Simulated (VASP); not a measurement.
The system is Cd3Cl2.

```
Cd Cl
1.0
     0.05428    5.40651    5.33893
     5.25755   -0.00890    5.40211
     5.27255    5.48468   -0.02390
Cd Cl
6 4
Direct
  0.93119 0.57058 0.54545
  0.54632 0.93463 0.95812
  0.54456 0.54700 0.96549
  0.95380 0.95182 0.53719
  0.95366 0.53038 0.94974
  0.53057 0.97308 0.56557
  0.13554 0.61376 0.11432
  0.12686 0.14148 0.13367
  0.62990 0.12086 0.13010
  0.14759 0.11642 0.60036
```

| Item | Value |
| --- | --- |
| Program | VASP 6.6.1 |
| Task | relaxation of cell and atoms |
| Functional | PBE |
| Potentials or basis | VASP PAW PBE potentials, release 64 (Cd, Cl) |
| Cutoff | 600 eV |
| k mesh | 2 × 2 × 2 |
| Occupations | gaussian, width 0.1 eV |
| Spin | no spin polarisation |

At the start: pressure 1.9 GPa; volume 30.73 Å³/atom.

Q: Where does the relaxation end?

A: Over 17 steps the energy falls by 37.0 meV/atom and the volume is 32.15 Å³/atom (+4.6 %); space group P1 (No. 1, to 0.1 Å) before, F-43m (No. 216, to 0.1 Å).

The path:
| step | energy change (eV) | largest force (eV/Å) | pressure (GPa) | volume (Å³) |
| --- | --- | --- | --- | --- |
| 1 | 0.0000 | 0.9884 | 1.90 | 307.27 |
| 2 | -0.2474 | 0.4890 | 0.02 | 323.70 |
| 3 | -0.2642 | 0.3503 | -0.51 | 329.94 |
| 4 | -0.3017 | 0.2323 | -0.29 | 326.45 |
| 5 | -0.3279 | 0.2482 | 0.19 | 320.37 |
| 6 | -0.3415 | 0.1561 | 0.07 | 321.40 |
| 7 | -0.3495 | 0.1166 | -0.09 | 322.94 |
| 8 | -0.3571 | 0.0864 | -0.01 | 321.84 |
| 9 | -0.3608 | 0.0771 | 0.11 | 320.28 |
| 10 | -0.3640 | 0.0585 | -0.04 | 322.13 |
| 11 | -0.3641 | 0.0633 | -0.08 | 322.53 |
| 12 | -0.3659 | 0.0562 | 0.01 | 321.56 |
| 13 | -0.3663 | 0.0572 | 0.08 | 320.76 |
| 14 | -0.3676 | 0.0408 | 0.05 | 321.09 |
| 15 | -0.3691 | 0.0456 | -0.03 | 322.03 |
| 16 | -0.3701 | 0.0261 | 0.00 | 321.74 |
| 17 | -0.3703 | 0.0205 | 0.02 | 321.53 |

Final structure:
```
CELL_PARAMETERS angstrom
-0.01187 5.43052 5.42369
5.42947 -0.01603 5.42806
5.42968 5.43869 -0.01694
ATOMIC_POSITIONS crystal
Cd 0.94173 0.55577 0.55146
Cd 0.55547 0.94316 0.94924
Cd 0.55452 0.55278 0.94587
Cd 0.94812 0.94488 0.55327
Cd 0.94948 0.55261 0.94287
Cd 0.55181 0.95018 0.55553
Cl 0.12871 0.61705 0.12681
Cl 0.12683 0.12702 0.12772
Cl 0.61567 0.12740 0.12996
Cl 0.12765 0.12914 0.61727
```

Caveat: the k points lie up to 0.50 Å⁻¹ apart in the final cell.
